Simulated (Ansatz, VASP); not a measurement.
# HgTe in VASP and in Ansatz

File INCAR:

```
SYSTEM = HgTe
  ALGO = Normal
  EDIFF = 1E-6
  ENCUT = 500
  GGA = PE
  GGA_COMPAT = .False.
  ISIF = 2
  ISMEAR = -1
  LASPH = .True.
  LCHARG = .False.
  LREAL = .False.
  LWAVE = .False.
  NBANDS = 16
  NELM = 120
  PREC = Accurate
  SIGMA = 0.03
```

KPOINTS

```
k-points
0
Gamma
  11 11 11
  0 0 0
```

File POSCAR:

```
HgTe
1.0
    0.0000000000      3.2235000000      3.1590300000
    3.2235000000      0.0000000000      3.1590300000
    3.2235000000      3.2235000000      0.0000000000
Hg Te
1 1
Direct
    0.0000000000      0.0000000000      0.0000000000
    0.7500000000      0.7500000000      0.7500000000
```

Input for Ansatz:

```yaml
crystal:
  lattice:
    - [0.0, 3.2235, 3.15903]
    - [3.2235, 0.0, 3.15903]
    - [3.2235, 3.2235, 0.0]
  atoms:
    - { symbol: Hg, position: [0.0, 0.0, 0.0] }
    - { symbol: Te, position: [0.75, 0.75, 0.75] }
kpoints:
  mp_grid: { grid: [11, 11, 11] }
  band_path:
    path:
      - [0.0, 0.0, 0.0]
      - [0.0, 0.5, 0.5]
      - [0.25, 0.75, 0.5]
      - [0.0, 0.5, 0.0]
      - [0.0, 0.0, 0.0]
      - [0.5, 0.5, 0.0]
      - [0.3801541025, 0.6198458975, 0.0]
      - [-0.3801541025, 0.3801541025, 0.0]
      - [0.0, 0.0, 0.0]
    npoints: 5
scf:
  occupations: { method: fermi_dirac, width: 0.03 }
hamiltonian:
  xc: pbe
  pseudopotentials: { kind: all_electron, lapw: { basis_error: 0.0005 } }
output:
  forces: true
  stress: true
  eigenvalues: true
```

Change from the starting cell: zz strain of -2 %.

Alike in both runs: task single point; functional PBE; k mesh 11 × 11 × 11; occupations fermi-dirac, width 0.03 eV; no spin polarisation.

|  | VASP | Ansatz |
| --- | --- | --- |
| version | VASP 6.6.1 | Ansatz 0.2.0 |
| potentials or method | VASP PAW PBE potentials, release 64 (Hg, Te), cutoff 500 eV | all-electron LAPW, scalar-relativistic |

```csv
,VASP,Ansatz,Ansatz less VASP
pressure (GPa),5.3,5.2,-0.08
"traceless stress, the component that is largest in VASP (GPa)",0.14,0.14,-0.001
```

Ansatz ran all-electron here, and VASP with PAW potentials.

Spin-orbit coupling is off throughout.
